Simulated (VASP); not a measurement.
# Pd (Im-3m) in VASP: settings compared, part 2 of 2

VASP 6.6.1.

## (3) Single point, PBEsol

This run uses another cell than the first one, of 14.66 Å³/atom, 1.029 times its volume.

Contents of INCAR:

```
SYSTEM = Pd
PREC = Accurate
ENCUT = 520
EDIFF = 1E-7
ISMEAR = 0
SIGMA = 0.01
LREAL = .FALSE.
LASPH = .TRUE.
NELM = 60
ALGO = Normal
ISIF = 2
LWAVE = .FALSE.
LCHARG = .TRUE.
GGA = PS
LELF = .TRUE.
LVHAR = .TRUE.
NBANDS = 11
```

Contents of KPOINTS:

```
Automatic mesh
0
G
  13 13 13
  0 0 0
```

Contents of POSCAR:

```
Pd
1.0
   -1.5419325185      1.5419325185      1.5419325185
    1.5419325185     -1.5419325185      1.5419325185
    1.5419325185      1.5419325185     -1.5419325185
Pd
1
Direct
    0.0000000000      0.0000000000      0.0000000000
```

Potentials or basis: VASP PAW PBE potentials, release 64 (Pd).

Run with:

```console
> cat potpaw_PBE.64/Pd/POTCAR > POTCAR
> mpirun -np 1 vasp_std > vasp.out
```

OUTCAR:

```text
SYSTEM = Pd
   PREC = Accurate
   ENCUT = 520
   EDIFF = 1E-7
   ISMEAR = 0
   LREAL = .FALSE.
   LASPH = .TRUE.
   NELM = 60
   ISIF = 2
   GGA = PS

 ion  position               nearest neighbor table
   1  0.000  0.000  0.000-

  LATTYP: Found a body centered cubic cell.
 ALAT       =     3.0838650370

  Lattice vectors:

 A1 = (  -1.5419325185,   1.5419325185,   1.5419325185)
 A2 = (   1.5419325185,  -1.5419325185,   1.5419325185)
 A3 = (   1.5419325185,   1.5419325185,  -1.5419325185)

Analysis of symmetry for initial positions (statically):
=====================================================================
 Subroutine PRICEL returns:
 Original cell was already a primitive cell.

 Routine SETGRP: Setting up the symmetry group for a
 body centered cubic supercell.

 Subroutine GETGRP returns: Found 48 space group operations
 (whereof 48 operations were pure point group operations)
 out of a pool of 48 trial point group operations.

The static configuration has the point symmetry O_h .

Analysis of symmetry for dynamics (positions and initial velocities):
=====================================================================
 Subroutine PRICEL returns:
 Original cell was already a primitive cell.

 Routine SETGRP: Setting up the symmetry group for a
 body centered cubic supercell.

 Subroutine GETGRP returns: Found 48 space group operations
 (whereof 48 operations were pure point group operations)
 out of a pool of 48 trial point group operations.

The dynamic configuration has the point symmetry O_h .

 Subroutine INISYM returns: Found 48 space group operations
 (whereof 48 operations are pure point group operations),
 and found     1 'primitive' translations

----------------------------------------------------------------------------------------

                                     Primitive cell

  volume of cell :      14.6641
[... 112 lines left out ...]
   GGA     = PS    functional components
   LHFCALC =     F    Hartree Fock is set to
   AEXX    =    0.0000 exact exchange contribution
   IVDW    =     0    specifies the selected vdW correction
   LEPSILON=     F    determine dielectric tensor
   LRPA    =     F    only Hartree local field effects (RPA)
 non-spin polarized calculation
 Gauss-broadening in eV      SIGMA  =   0.01
  energy-cutoff  :      520.00
  volume of cell :       14.66
 maximum number of plane-waves:       410
   NGX =  9   NGY =  9   NGZ =  9

 number of electron      10.0000000 magnetization

 number of electron       9.9999999 magnetization

 Free energy of the ion-electron system (eV)
  ---------------------------------------------------
  ext. energy  EPLUGINS =         0.00000000
  ---------------------------------------------------
  free energy    TOTEN  =        -5.90747127 eV

  energy without entropy =       -5.90735953  energy(sigma->0) =       -5.90741540

 E-fermi :   9.7394     XC(G=0): -13.4106

 val. band max:        9.7289687447   @ k =  -0.3846   0.4615   0.2308
 cond. band min:       9.7441222653   @ k =  -0.3846   0.4615   0.3077
 fundamental gap:      0.0151535206
 Fermi energy:         9.7393591676

 k-point     1 :       0.0000    0.0000    0.0000
  band No.  band energies     occupation
      1       2.4414      2.00000
      2       6.7156      2.00000
      3       6.7156      2.00000
      4       6.7156      2.00000
      5       8.7586      2.00000
      6       8.7586      2.00000
      7      29.0534      0.00000
      8      29.0534      0.00000
      9      29.0534      0.00000
     10      35.9902      0.00000
     11      37.7126      0.00000
[... 309 lines left out ...]
 k-point    24 :       0.2308    0.0769    0.0769
  band No.  band energies     occupation
      1       4.9013      2.00000
      2       5.8121      2.00000
      3       6.7929      2.00000
      4       8.5816      2.00000
      5       8.8806      2.00000
      6      10.0626      0.00000
      7      23.1597      0.00000
      8      25.8065      0.00000
      9      27.6015      0.00000
     10      32.3625      0.00000
     11      35.9801      0.00000

 [... further k-points ...]

------------------------ aborting loop because EDIFF is reached ----------------------------------------

  FORCE on cell =-STRESS in cart. coord.  units (eV):
  Direction    XX          YY          ZZ          XY          YZ          ZX
  --------------------------------------------------------------------------------------
  -------------------------------------------------------------------------------------
  Total       -0.0330697     -0.0330697     -0.0330697      0.0000000      0.0000000      0.0000000
  in kB       -3.6131441     -3.6131441     -3.6131441      0.0000000      0.0000000      0.0000000
  external PRESSURE =      -3.6131441 kB  Pullay stress =       0.0000000 kB

 VOLUME and BASIS-vectors are now :
 -----------------------------------------------------------------------------
  energy-cutoff  :      520.00
  volume of cell :       14.66
      direct lattice vectors                 reciprocal lattice vectors
    -1.541932518  1.541932518  1.541932518     0.000000000  0.324268406  0.324268406
     1.541932518 -1.541932518  1.541932518     0.324268406  0.000000000  0.324268406
     1.541932518  1.541932518 -1.541932518     0.324268406  0.324268406  0.000000000

 POSITION                                       TOTAL-FORCE (eV/Angst)
 -----------------------------------------------------------------------------------
      0.00000      0.00000      0.00000         0.000000      0.000000     -0.000000
 -----------------------------------------------------------------------------------
    total drift:                                0.000000     -0.000000      0.000000

  FREE ENERGIE OF THE ION-ELECTRON SYSTEM (eV)
  ---------------------------------------------------
  free  energy   TOTEN  =        -5.9074712746 eV

  energy  without entropy=       -5.9073595323  energy(sigma->0) =       -5.90741540
```

OSZICAR:

```text
N       E                     dE             d eps       ncg     rms          rms(c)
DAV:   1     0.410262927957E+02    0.41026E+02   -0.52279E+03  1883   0.856E+02
DAV:   2    -0.574505027034E+01   -0.46771E+02   -0.45145E+02  2089   0.182E+02
DAV:   3    -0.626452563256E+01   -0.51948E+00   -0.51719E+00  2219   0.206E+01
DAV:   4    -0.626674653958E+01   -0.22209E-02   -0.22207E-02  2252   0.142E+00
DAV:   5    -0.626676900138E+01   -0.22462E-04   -0.22460E-04  2314   0.128E-01    0.835E+00
DAV:   6    -0.592403897254E+01    0.34273E+00   -0.14408E+00  2262   0.962E+00    0.375E+00
DAV:   7    -0.591202719023E+01    0.12012E-01   -0.17356E-02  2392   0.961E-01    0.199E+00
DAV:   8    -0.590747261223E+01    0.45546E-02   -0.13483E-03  2311   0.289E-01    0.925E-02
DAV:   9    -0.590746756249E+01    0.50497E-05   -0.16735E-05  2453   0.381E-02    0.163E-02
DAV:  10    -0.590747145113E+01   -0.38886E-05   -0.15534E-06  2343   0.107E-02    0.350E-03
DAV:  11    -0.590747129298E+01    0.15815E-06   -0.34244E-08  1975   0.133E-03    0.315E-04
DAV:  12    -0.590747127462E+01    0.18359E-07   -0.24864E-09  1551   0.446E-04
   1 F= -.59074713E+01 E0= -.59074154E+01  d E =-.111742E-03
```

stdout:

```text
POSCAR found type information on POSCAR Pd
 POSCAR found :  1 types and       1 ions
 scaLAPACK will be used
 -----------------------------------------------------------------------------
|                                                                             |
|                                                                             |
|     You enforced a specific xc type in the INCAR file but a different       |
|     I HOPE YOU KNOW WHAT YOU ARE DOING!                                     |
|                                                                             |
 -----------------------------------------------------------------------------

 LDA part: xc-table for (Slater+PW92), standard interpolation
 POSCAR, INCAR and KPOINTS ok, starting setup
 FFT: planning ... GRIDC
 FFT: planning ... GRID_SOFT
 FFT: planning ... GRID
 WAVECAR not read
 entering main loop
```

Run time: 6.6 s. Hardware: 1 thread of Intel Xeon 6975P-C, shared host; peak memory 0.13 GiB.

Results:

* Free energy: -5.9075 eV
* Pressure: -0.4 GPa
* Band gap on the k mesh: zero (band 5 reaches 10.28 eV, above the bottom of band 6 at 8.64 eV)

Caveat: the PAW data sets were made with another functional, which shifts forces and pressure a little.

## (4) Single point, BLYP+D3(BJ)

This run uses another cell than the first one, of 14.91 Å³/atom, 1.046 times its volume.

Contents of INCAR:

```
SYSTEM = Pd
PREC = Accurate ; ENCUT = 520
EDIFF = 1E-6 ; ISMEAR = 0
SIGMA = 0.01 ; LREAL = .False.
LASPH = .True. ; NELM = 80
ALGO = Normal ; ISIF = 2
LWAVE = .False. ; LCHARG = .False.
GGA = B5 ; ALDAX = 1.0
AGGAX = 1.0 ; AGGAC = 1.0
ALDAC = 0.0 ; IVDW = 12
VDW_S6 = 1.0 ; VDW_S8 = 2.6996
VDW_A1 = 0.4298 ; VDW_A2 = 4.2359
NBANDS = 11
```

Contents of KPOINTS:

```
Automatic mesh
0
Gamma
  13 13 13
  0 0 0
```

Contents of POSCAR:

```
Pd
1.0
   -1.5505930479      1.5505930479      1.5505930479
    1.5505930479     -1.5505930479      1.5505930479
    1.5505930479      1.5505930479     -1.5505930479
Pd
1
Direct
    0.0000000000      0.0000000000      0.0000000000
```

Run with:

```console
> cat potpaw_PBE.64/Pd/POTCAR > POTCAR
> mpirun -np 1 vasp_std > vasp.out
```

Run time: 10 s. Hardware: 1 thread of Intel Xeon 6975P-C, shared host; peak memory 0.14 GiB.

The run converged. Its results:

- Free energy: -5.7814 eV
- Pressure: 0.4 GPa
- Band gap on the k mesh: zero (band 5 reaches 10.65 eV, above the bottom of band 6 at 9.04 eV)
- Dispersion energy per atom: -1.511 eV

Levels at points of the mesh, in eV from the Fermi level:
```tsv
k point	band 2	band 3	band 4	band 5	band 6	band 7	band 8	band 9
(0.00, 0.00, 0.00)	-2.95	-2.95	-2.95	-0.98	-0.98	19.63	19.63	19.63
```

Caveat: the PAW data sets were made with another functional, which shifts forces and pressure a little; pairwise dispersion overbinds metals, which lowers pressure and volume.

## (5) Relaxation of cell and atoms, PBEsol

This run uses another cell than the first one, of 15.55 Å³/atom, 1.091 times its volume.

Contents of INCAR:

```
  PREC = Accurate
  ENCUT = 600
  EDIFF = 1E-7
  ISMEAR = 0
  SIGMA = 0.01
  LREAL = F
  LASPH = T
  NELM = 80
  ALGO = Normal
  ISIF = 3
  LWAVE = F
  LCHARG = F
  GGA = PS
  IBRION = 2
  NSW = 80
  EDIFFG = -0.01
```

Contents of KPOINTS:

```
regular mesh
0
Gamma
  13 13 13
```

Contents of POSCAR:

```
Pd
1.0
   -1.5722810000      1.5722810000      1.5722810000
    1.5722810000     -1.5722810000      1.5722810000
    1.5722810000      1.5722810000     -1.5722810000
Pd
1
Direct
    0.0000000000      0.0000000000      0.0000000000
```

Run with:

```console
> cat potpaw_PBE.64/Pd/POTCAR > POTCAR
> mpirun -np 1 vasp_std > vasp.out
```

It took 17 s on 1 thread of Intel Xeon 6975P-C, shared host; peak memory 0.16 GiB.

It converged, with:

- Free energy: -5.9084 eV
- Relaxed volume: 14.64 Å³/atom
- Relaxed cell: a = 2.669 Å, b = 2.669 Å, c = 2.669 Å, α = 109.47°, β = 109.47°, γ = 109.47°
- Space group after relaxing (to 0.05 Å): Im-3m (No. 229)
- Energy gained by relaxing: 31.1 meV/atom
- Ionic steps: 4
- Pressure after relaxing: 0.0 GPa
- Band gap on the k mesh: zero (band 5 reaches 10.30 eV, above the bottom of band 6 at 8.66 eV)

The path:
```
step  energy change (eV)  largest force (eV/Å)  pressure (GPa)  volume (Å³)
   1              0.0000                0.0000          -10.28        15.55
   2              0.0469                0.0000           22.30        13.41
   3             -0.0311                0.0000           -0.28        14.66
   4             -0.0311                0.0000           -0.04        14.64
```

Final structure:
```
Pd
1.0
    -1.54114    1.54114    1.54114
     1.54114   -1.54114    1.54114
     1.54114    1.54114   -1.54114
Pd
1
Cartesian
  0.0000 0.0000 0.0000
```

Levels at points of the mesh, in eV from the Fermi level:
| k point | band 2 | band 3 | band 4 | band 5 | band 6 | band 7 | band 8 | band 9 |
| --- | --- | --- | --- | --- | --- | --- | --- | --- |
| (0.00, 0.00, 0.00) | -3.03 | -3.03 | -3.03 | -0.98 | -0.98 | 19.32 | 19.32 | 19.32 |

Caveat: the PAW data sets were made with another functional, which shifts forces and pressure a little.

## (6) Overview

| task | level | potentials or basis | cell | cutoff (eV) | gap on the mesh (eV) | pressure (GPa) |
| --- | --- | --- | --- | --- | --- | --- |
| single point | LDA | VASP PAW LDA potentials, release 64 (Pd) | a = 2.646 Å, angles 109.5°, 1 atom | 520 | none | 0.2 |
| single point | PBEsol | VASP PAW PBE potentials, release 64 (Pd) | a = 2.671 Å, angles 109.5°, 1 atom | 520 | none | -0.4 |
| single point | BLYP+D3(BJ) | VASP PAW PBE potentials, release 64 (Pd) | a = 2.686 Å, angles 109.5°, 1 atom | 520 | none | 0.4 |
| relaxation of cell and atoms | PBEsol | VASP PAW PBE potentials, release 64 (Pd) | relaxed from a = 2.723 Å, angles 109.5°, 1 atom | 600 | none | 0.0 |

Alike in all rows: no spin polarisation; k mesh 13 × 13 × 13; smearing gaussian 0.01 eV.

Caveats: the PAW data sets were made with another functional, which shifts forces and pressure a little (some runs); pairwise dispersion overbinds metals, which lowers pressure and volume (some runs).

Absolute energies hang on the potentials; compare differences alone.
